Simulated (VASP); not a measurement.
# SrIn4O3 (Im-3m) in VASP: further runs, part 2 of 2

VASP 6.6.1. Earlier steps stand in the parts before.

## (3) Single point, PBE

This run uses another cell than the first one, of 20.35 Å³/atom.

Contents of INCAR:

```
SYSTEM = SrIn4O3
PREC = Accurate
ENCUT = 600
EDIFF = 1E-6
ISMEAR = 0
SIGMA = 0.1
LREAL = .False.
LASPH = .True.
NELM = 120
ALGO = Normal
ISIF = 2
LWAVE = .False.
LCHARG = .False.
GGA = PE
NBANDS = 50
GGA_COMPAT = .False.
```

Contents of KPOINTS:

```
Automatic mesh
0
Gamma
  8 8 8
  0 0 0
```

Contents of POSCAR:

```
SrIn4O3
1.0
   -3.4395625381      3.4395625381      3.4395625381
    3.4395625381     -3.4395625381      3.4395625381
    3.4395625381      3.4395625381     -3.4395625381
Sr In O
1 4 3
Direct
    0.0000000000      0.0000000000      0.0000000000
    0.5000000000      0.5000000000      0.5000000000
    0.0000000000      0.0000000000      0.5000000000
    0.0000000000      0.5000000000      0.0000000000
    0.5000000000      0.0000000000      0.0000000000
    0.0000000000      0.5000000000      0.5000000000
    0.5000000000      0.0000000000      0.5000000000
    0.5000000000      0.5000000000      0.0000000000
```

Potentials or basis: VASP PAW PBE potentials, release 64 (Sr_sv, In_d, O).

Command:

```bash
> cat potpaw_PBE.64/Sr_sv/POTCAR potpaw_PBE.64/In_d/POTCAR potpaw_PBE.64/O/POTCAR > POTCAR
> mpirun -np 1 vasp_std > vasp.out
```

OUTCAR:

```text
SYSTEM = SrIn4O3
   PREC = Accurate
   ENCUT = 600
   EDIFF = 1E-6
   ISMEAR = 0
   LREAL = .False.
   LASPH = .True.
   NELM = 120
   ISIF = 2
   GGA = PE

 ion  position               nearest neighbor table
   1  0.000  0.000  0.000-   2 2.98   3 2.98   4 2.98   5 2.98   3 2.98   4 2.98   5 2.98   2 2.98
                             7 3.44   6 3.44   8 3.44   7 3.44   8 3.44   6 3.44
   2  0.500  0.500  0.500-   1 2.98   6 2.98   7 2.98   8 2.98   8 2.98   7 2.98   6 2.98   1 2.98
                             4 3.44   5 3.44   5 3.44   4 3.44   3 3.44   3 3.44
   3  0.000  0.000  0.500-   1 2.98   6 2.98   7 2.98   8 2.98   1 2.98   6 2.98   7 2.98   8 2.98
                             4 3.44   4 3.44   5 3.44   5 3.44   2 3.44   2 3.44
   4  0.000  0.500  0.000-   1 2.98   6 2.98   7 2.98   8 2.98   6 2.98   1 2.98   8 2.98   7 2.98
                             3 3.44   3 3.44   5 3.44   2 3.44   5 3.44   2 3.44
   5  0.500  0.000  0.000-   1 2.98   6 2.98   7 2.98   8 2.98   7 2.98   8 2.98   1 2.98   6 2.98
                             3 3.44   2 3.44   4 3.44   3 3.44   4 3.44   2 3.44
   6  0.000  0.500  0.500-   2 2.98   3 2.98   4 2.98   5 2.98   4 2.98   3 2.98   2 2.98   5 2.98
                             1 3.44   1 3.44
   7  0.500  0.000  0.500-   2 2.98   3 2.98   4 2.98   5 2.98   5 2.98   2 2.98   3 2.98   4 2.98
                             1 3.44   1 3.44
   8  0.500  0.500  0.000-   2 2.98   3 2.98   4 2.98   5 2.98   2 2.98   5 2.98   4 2.98   3 2.98
                             1 3.44   1 3.44

  LATTYP: Found a body centered cubic cell.
 ALAT       =     6.8791250762

  Lattice vectors:

 A1 = (  -3.4395625381,   3.4395625381,   3.4395625381)
 A2 = (   3.4395625381,  -3.4395625381,   3.4395625381)
 A3 = (   3.4395625381,   3.4395625381,  -3.4395625381)

Analysis of symmetry for initial positions (statically):
=====================================================================
 Subroutine PRICEL returns:
 Original cell was already a primitive cell.

 Routine SETGRP: Setting up the symmetry group for a
 body centered cubic supercell.

 Subroutine GETGRP returns: Found 48 space group operations
 (whereof 48 operations were pure point group operations)
 out of a pool of 48 trial point group operations.

The static configuration has the point symmetry O_h .

Analysis of symmetry for dynamics (positions and initial velocities):
=====================================================================
 Subroutine PRICEL returns:
 Original cell was already a primitive cell.

 Routine SETGRP: Setting up the symmetry group for a
 body centered cubic supercell.

 Subroutine GETGRP returns: Found 48 space group operations
 (whereof 48 operations were pure point group operations)
 out of a pool of 48 trial point group operations.

The dynamic configuration has the point symmetry O_h .

 Subroutine INISYM returns: Found 48 space group operations
 (whereof 48 operations are pure point group operations),
 and found     1 'primitive' translations

----------------------------------------------------------------------------------------

                                     Primitive cell

  volume of cell :     162.7682

  direct lattice vectors                    reciprocal lattice vectors
    -3.439562538  3.439562538  3.439562538     0.000000000  0.145367323  0.145367323
     3.439562538 -3.439562538  3.439562538     0.145367323  0.000000000  0.145367323
     3.439562538  3.439562538 -3.439562538     0.145367323  0.145367323  0.000000000

  length of vectors
[... 77 lines left out ...]
   number of dos      NEDOS =    301   number of ions     NIONS =      8
   total plane-waves  NPLWV = 110592
   dimension x,y,z NGX =    48 NGY =   48 NGZ =   48
   dimension x,y,z NGXF=    96 NGYF=   96 NGZF=   96
   ions per type =               1   4   3
   NGX,Y,Z   is equivalent  to a cutoff of  13.39, 13.39, 13.39 a.u.
   NGXF,Y,Z  is equivalent  to a cutoff of  26.79, 26.79, 26.79 a.u.
 SYSTEM =  SrIn4O3
   PREC   = accura    normal or accurate (medium, high low for compatibility)
   ISTART =      0    job   : 0-new  1-cont  2-samecut
   ICHARG =      2    charge: 1-file 2-atom 10-const
   ISPIN  =      1    spin polarized calculation?
   LNONCOLLINEAR =      F non collinear calculations
   LSORBIT =      F    spin-orbit coupling
   LASPH  =      T    aspherical Exc in radial PAW
   ENCUT  =  600.0 eV  44.10 Ry    6.64 a.u.  11.90 11.90 11.90*2*pi/ulx,y,z
   NELM   =    120;   NELMIN=  2; NELMDL= -5     # of ELM steps
   EDIFF  = 0.1E-05   stopping-criterion for ELM
   LREAL  =      F    real-space projection
   EDIFFG = 0.1E-04   stopping-criterion for IOM
   NSW    =      0    number of steps for IOM
   IBRION =     -1    ionic relax: 0-MD 1-quasi-New 2-CG
   NFREE  =      0    steps in history (QN), initial steepest desc. (CG)
   ISIF   =      2    stress and relaxation
   ISYM   =      2    0-nonsym 1-usesym 2-fastsym
   POTIM  = 0.5000    time-step for ionic-motion
   TEBEG  =    0.0;   TEEND  =   0.0 temperature during run
   PSTRESS=    0.0 pullay stress
   NELECT =      80.0000    total number of electrons
   NUPDOWN=      -1.0000    fix difference up-down
   EMIN   =  10.00;   EMAX   =-10.00  energy-range for DOS
   EFERMI =   0.00;   METHOD = LEGACY
   ISMEAR =     0;   SIGMA  =   0.10  broadening in eV -4-tet -1-fermi 0-gaus
   EFERMI_NEDOS =   21; number of points for ismear=-14 and -15
   IALGO  =     38    algorithm
   IMIX   =      4    mixing-type and parameters
     AMIX     =   0.40;   BMIX     =  1.00
     AMIX_MAG =   1.60;   BMIX_MAG =  1.00
  volume/ion in A,a.u.               =      20.35       137.30
  Fermi-wavevector in a.u.,A,eV,Ry     =   1.291958  2.441446 22.710227  1.669155
  Thomas-Fermi vector in A             =   2.423695
   LORBIT       =      0    0 simple, 1 ext, 2 COOP (PROOUT), +10 PAW based schemes
   GGA     = PE    functional components
   LHFCALC =     F    Hartree Fock is set to
   AEXX    =    0.0000 exact exchange contribution
   IVDW    =     0    specifies the selected vdW correction
   LEPSILON=     F    determine dielectric tensor
   LRPA    =     F    only Hartree local field effects (RPA)
 non-spin polarized calculation
 Gauss-broadening in eV      SIGMA  =   0.10
  energy-cutoff  :      600.00
  volume of cell :      162.77
 maximum number of plane-waves:      5528
   NGX = 23   NGY = 23   NGZ = 23

 number of electron      80.0000042 magnetization

 Free energy of the ion-electron system (eV)
  ---------------------------------------------------
  ext. energy  EPLUGINS =         0.00000000
  ---------------------------------------------------
  free energy    TOTEN  =       -26.48929527 eV

  energy without entropy =      -26.47640787  energy(sigma->0) =      -26.48285157

 E-fermi :   4.9655     XC(G=0): -10.0903

 val. band max:        4.9612135543   @ k =  -0.3750   0.3750   0.2500
 cond. band min:       4.9689530572   @ k =   0.5000   0.5000   0.3750
 fundamental gap:      0.0077395029
 Fermi energy:         4.9654748430

 k-point     1 :       0.0000    0.0000    0.0000
  band No.  band energies     occupation
      1     -30.5785      2.00000
      2     -12.8191      2.00000
      3     -12.8191      2.00000
      4     -12.8191      2.00000
      5     -10.9991      2.00000
      6     -10.8293      2.00000
[... 1261 lines left out ...]
     49       9.9208      0.00000
     50      10.3877      0.00000

 [... further k-points ...]

------------------------ aborting loop because EDIFF is reached ----------------------------------------

  FORCE on cell =-STRESS in cart. coord.  units (eV):
  Direction    XX          YY          ZZ          XY          YZ          ZX
  --------------------------------------------------------------------------------------
  -------------------------------------------------------------------------------------
  Total       -0.0194439     -0.0194439     -0.0194439      0.0000000      0.0000000      0.0000000
  in kB       -0.1913923     -0.1913923     -0.1913923      0.0000000      0.0000000      0.0000000
  external PRESSURE =      -0.1913923 kB  Pullay stress =       0.0000000 kB

 VOLUME and BASIS-vectors are now :
 -----------------------------------------------------------------------------
  energy-cutoff  :      600.00
  volume of cell :      162.77
      direct lattice vectors                 reciprocal lattice vectors
    -3.439562538  3.439562538  3.439562538     0.000000000  0.145367323  0.145367323
     3.439562538 -3.439562538  3.439562538     0.145367323  0.000000000  0.145367323
     3.439562538  3.439562538 -3.439562538     0.145367323  0.145367323  0.000000000

 POSITION                                       TOTAL-FORCE (eV/Angst)
 -----------------------------------------------------------------------------------
      0.00000      0.00000      0.00000         0.000000     -0.000000      0.000000
      1.71978      1.71978      1.71978        -0.000000     -0.000000     -0.000000
      1.71978      1.71978     -1.71978         0.000000     -0.000000      0.000000
      1.71978     -1.71978      1.71978         0.000000      0.000000      0.000000
     -1.71978      1.71978      1.71978        -0.000000      0.000000     -0.000000
      3.43956      0.00000      0.00000         0.000000      0.000000      0.000000
      0.00000      3.43956      0.00000        -0.000000      0.000000      0.000000
      0.00000      0.00000      3.43956        -0.000000     -0.000000      0.000000
 -----------------------------------------------------------------------------------
    total drift:                                0.000000      0.000000     -0.000000

  FREE ENERGIE OF THE ION-ELECTRON SYSTEM (eV)
  ---------------------------------------------------
  free  energy   TOTEN  =       -26.4892952715 eV

  energy  without entropy=      -26.4764078735  energy(sigma->0) =      -26.48285157
```

It took 8.6 min on 1 thread of Oxide Virtual Turin-like, shared host; peak memory 0.44 GiB.

What came out:

- Free energy: -26.4893 eV
- Pressure: 0.0 GPa
- Band gap on the k mesh: zero (bands 40 and 41 overlap by 0.26 eV)

Levels at points of the mesh, in eV from the Fermi level:
```tsv
k point	band 36	band 37	band 38	band 39	band 40	band 41	band 42	band 43	band 44	band 45
(0.00, 0.00, 0.00)	-2.50	-2.50	-0.82	-0.82	-0.82	2.21	2.21	2.21	3.19	3.19
(0.50, 0.00, 0.00)	-0.77	-0.64	-0.63	-0.47	-0.26	0.58	0.63	1.04	2.22	3.30
(0.50, 0.50, 0.50)	-0.63	-0.63	-0.21	-0.18	-0.18	-0.18	-0.16	-0.16	0.41	0.41
```

Caveat: spin-orbit coupling is left out, which moves the levels of the heavy elements.

## (4) Relaxation of cell and atoms, PBE

Contents of INCAR:

```
  PREC = Accurate
  ENCUT = 600
  EDIFF = 1E-7
  ISMEAR = 0
  SIGMA = 0.1
  LREAL = False
  LASPH = True
  NELM = 120
  ALGO = Normal
  ISIF = 3
  LWAVE = False
  LCHARG = False
  GGA = PE
  IBRION = 2
  NSW = 90
  EDIFFG = -0.04
  GGA_COMPAT = False
  NELMIN = 4
```

Contents of KPOINTS:

```
regular mesh
0
Gamma
  4 4 4
```

POSCAR, as its differences from that of step 3:

```diff
@@ -2,5 +2,5 @@
 1.0
-   -3.4395625381      3.4395625381      3.4395625381
-    3.4395625381     -3.4395625381      3.4395625381
-    3.4395625381      3.4395625381     -3.4395625381
+   -3.5452012400      3.5452012400      3.5452012400
+    3.5452012400     -3.5452012400      3.5452012400
+    3.5452012400      3.5452012400     -3.5452012400
 Sr In O
```

Command:

```bash
> cat potpaw_PBE.64/Sr_sv/POTCAR potpaw_PBE.64/In_d/POTCAR potpaw_PBE.64/O/POTCAR > POTCAR
> mpirun -np 1 vasp_std > vasp.out
```

It took 7.5 min on 1 thread of Oxide Virtual Turin-like, shared host; peak memory 0.38 GiB.

The run converged. Its results:

- Free energy: -26.4704 eV
- Relaxed volume: 20.38 Å³/atom
- Relaxed cell: a = 5.961 Å, b = 5.961 Å, c = 5.961 Å, α = 109.47°, β = 109.47°, γ = 109.47°
- Space group after relaxing (to 0.1 Å): Im-3m (No. 229)
- Energy gained by relaxing: 21.8 meV/atom
- Ionic steps: 3
- Pressure after relaxing: -0.1 GPa
- Band gap on the k mesh: zero (bands 40 and 41 overlap by 0.21 eV)

Step by step:
| step | energy change (eV) | largest force (eV/Å) | pressure (GPa) | volume (Å³) |
| --- | --- | --- | --- | --- |
| 1 | 0.0000 | 0.0000 | -3.33 | 178.23 |
| 2 | -0.1627 | 0.0000 | -0.97 | 166.55 |
| 3 | -0.1741 | 0.0000 | -0.05 | 163.03 |

Final structure:
```
CELL_PARAMETERS angstrom
-3.44137 3.44137 3.44137
3.44137 -3.44137 3.44137
3.44137 3.44137 -3.44137
ATOMIC_POSITIONS crystal
Sr 0.00000 0.00000 0.00000
In 0.50000 0.50000 0.50000
In 0.00000 0.00000 0.50000
In 0.00000 0.50000 0.00000
In 0.50000 0.00000 0.00000
O 0.00000 0.50000 0.50000
O 0.50000 0.00000 0.50000
O 0.50000 0.50000 0.00000
```

Levels at points of the mesh, in eV from the Fermi level:
```csv
k point,band 37,band 38,band 39,band 40,band 41,band 42,band 43,band 44
"(0.00, 0.00, 0.00)",-2.54,-0.87,-0.87,-0.87,2.16,2.16,2.16,3.14
"(0.50, 0.00, 0.00)",-0.69,-0.67,-0.52,-0.31,0.54,0.58,0.99,2.17
"(0.50, 0.50, 0.50)",-0.68,-0.26,-0.23,-0.23,-0.23,-0.20,-0.20,0.36
```

Caveat: spin-orbit coupling is left out, which moves the levels of the heavy elements.

## (5) Single point, PBE, collinear spin, ferromagnetic start

This run uses another cell than the first one, of 20.54 Å³/atom.

Contents of INCAR:

```
SYSTEM = SrIn4O3
ALGO     = Normal         ! electronic algorithm
EDIFF    = 1E-6           ! SCF threshold, eV
ENCUT    = 600            ! plane-wave cutoff, eV
GGA      = PE             ! functional
GGA_COMPAT= .FALSE.      
ISIF     = 2              ! what is computed and relaxed
ISMEAR   = 0              ! smearing method
ISPIN    = 2              ! spin polarisation
LASPH    = .TRUE.         ! aspherical terms in the spheres
LCHARG   = .TRUE.         ! write CHGCAR
LELF     = .TRUE.         ! ELF
LORBIT   = 11             ! projections on sites
LREAL    = .FALSE.        ! projectors in reciprocal space
LVHAR    = .TRUE.       
LWAVE    = .FALSE.        ! write WAVECAR
MAGMOM   = 0 0 0 0 0 1 1 1 ! initial moments
NBANDS   = 54             ! bands
NELM     = 200            ! most SCF steps
PREC     = Accurate       ! precision mode
SIGMA    = 0.1            ! smearing width, eV
```

Contents of KPOINTS:

```
k-points
0
G
  4 4 4
  0 0 0
```

POSCAR, as its differences from that of step 4:

```diff
@@ -2,5 +2,5 @@
 1.0
-   -3.5452012400      3.5452012400      3.5452012400
-    3.5452012400     -3.5452012400      3.5452012400
-    3.5452012400      3.5452012400     -3.5452012400
+   -3.4505943650      3.4505943650      3.4505943650
+    3.4505943650     -3.4505943650      3.4505943650
+    3.4505943650      3.4505943650     -3.4505943650
 Sr In O
```

Command:

```bash
> cat potpaw_PBE.64/Sr_sv/POTCAR potpaw_PBE.64/In_d/POTCAR potpaw_PBE.64/O/POTCAR > POTCAR
> mpirun -np 1 vasp_std > vasp.out
```

Wall time 4.6 min (1 thread of Oxide Virtual Turin-like, shared host); peak memory 0.44 GiB.

The run converged. Its results:

| Quantity | Value |
| --- | --- |
| Free energy | -26.4589 eV |
| Pressure | -0.4 GPa |
| Band gap on the k mesh | zero (filled and empty bands overlap) |
| Net moment | 0.00 μB per cell |
| Valence electrons inside the program's atomic spheres | Sr 8.21; In 11.26; O 4.76 |

Levels at points of the mesh, in eV from the Fermi level:
Spin up:
| k point | band 38 | band 39 | band 40 | band 41 | band 42 | band 43 |
| --- | --- | --- | --- | --- | --- | --- |
| (0.00, 0.00, 0.00) | -0.85 | -0.85 | -0.85 | 2.14 | 2.14 | 2.14 |
| (0.50, 0.00, 0.00) | -0.67 | -0.51 | -0.30 | 0.54 | 0.58 | 0.97 |
| (0.50, 0.50, 0.50) | -0.30 | -0.21 | -0.21 | -0.21 | -0.19 | -0.19 |
Spin down:
```
           k point  band 37  band 38  band 39  band 40  band 41  band 42  band 43  band 44
(0.00, 0.00, 0.00)    -2.51    -0.85    -0.85    -0.85     2.13     2.13     2.13     3.14
(0.50, 0.00, 0.00)    -0.68    -0.67    -0.51    -0.30     0.54     0.58     0.97     2.16
(0.50, 0.50, 0.50)    -0.66    -0.30    -0.21    -0.21    -0.21    -0.19    -0.19     0.36
```

Caveat: spin-orbit coupling is left out, which moves the levels of the heavy elements.

## (6) The runs side by side

```csv
task,spin,cell,k mesh,gap on the mesh (eV),pressure (GPa)
single point,off,"a = 6.140 Å, angles 109.5°, 8 atoms",4 × 4 × 4,none,-3.3
single point,off,"a = 5.957 Å, angles 109.5°, 8 atoms",8 × 8 × 8,none,0.0
relaxation of cell and atoms,off,"relaxed from a = 6.140 Å, angles 109.5°, 8 atoms",4 × 4 × 4,none,-0.1
single point,"collinear, ferromagnetic start","a = 5.977 Å, angles 109.5°, 8 atoms",4 × 4 × 4,none,-0.4
```

Alike in all rows: level PBE; potentials or basis VASP PAW PBE potentials, release 64 (Sr_sv, In_d, O); cutoff (eV) 600; smearing gaussian 0.1 eV.

Caveats: spin-orbit coupling is left out, which moves the levels of the heavy elements; the cell stands under tension (at least some runs).

Total energies depend on the potentials used, so only differences within one code and one set of settings carry meaning.

The gap in the log of VASP goes by the Fermi energy; the results here count the filled bands.